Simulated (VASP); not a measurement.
K2BrF: single point with PBE

The system is K2BrF.

```
CELL_PARAMETERS angstrom
2.08908 1.20613 6.96829
-2.08908 1.20613 6.96829
0.00000 -2.41226 6.96829
ATOMIC_POSITIONS crystal
F 0.00000 0.00000 0.00000
Br 0.50000 0.50000 0.50000
K 0.26714 0.26714 0.26714
K 0.73286 0.73286 0.73286
```

```
Program             : VASP 6.6.1
Task                : single point
Functional          : PBE
Potentials or basis : VASP PAW PBE potentials, release 64 (F, Br, K_sv)
Cutoff              : 520 eV
k mesh              : 6 × 6 × 6
Occupations         : gaussian, width 0.01 eV
Spin                : no spin polarisation
```

| Property | Result |
| --- | --- |
| Pressure | 1.1 GPa |
| Largest force | 0.072 eV/Å |
| Band gap on the k mesh | 4.13 eV |

Forces on the atoms (eV/Å):
```
F    0.000  0.000  0.000
Br   0.000  0.000  0.000
K    0.000  0.000 -0.072
K    0.000  0.000  0.072
```

Stress tensor (GPa, compression positive):
```
1.10 0.00 0.00
0.00 1.10 0.00
0.00 0.00 1.20
```

Levels at points of the mesh, in eV from the valence-band top:
```csv
k point,band 13,band 14,band 15,band 16,band 17,band 18,band 19,band 20
"(0.00, 0.00, 0.00)",-1.93,-0.89,0.00,0.00,4.13,6.89,7.32,7.96
"(0.50, 0.00, 0.00)",-1.80,-1.38,-0.87,-0.32,6.28,6.85,6.93,8.04
"(0.50, 0.50, 0.00)",-1.82,-1.28,-0.83,-0.32,5.88,7.06,7.27,7.70
"(0.50, 0.50, 0.50)",-1.93,-1.23,-0.02,-0.02,5.55,5.78,6.53,8.58
```

Wall time 2.9 min on 1 thread of Intel(R) Xeon(R) Platinum 8488C (Sapphire Rapids) (shared host), peak memory 0.46 GiB.

A k mesh can miss the band edges.
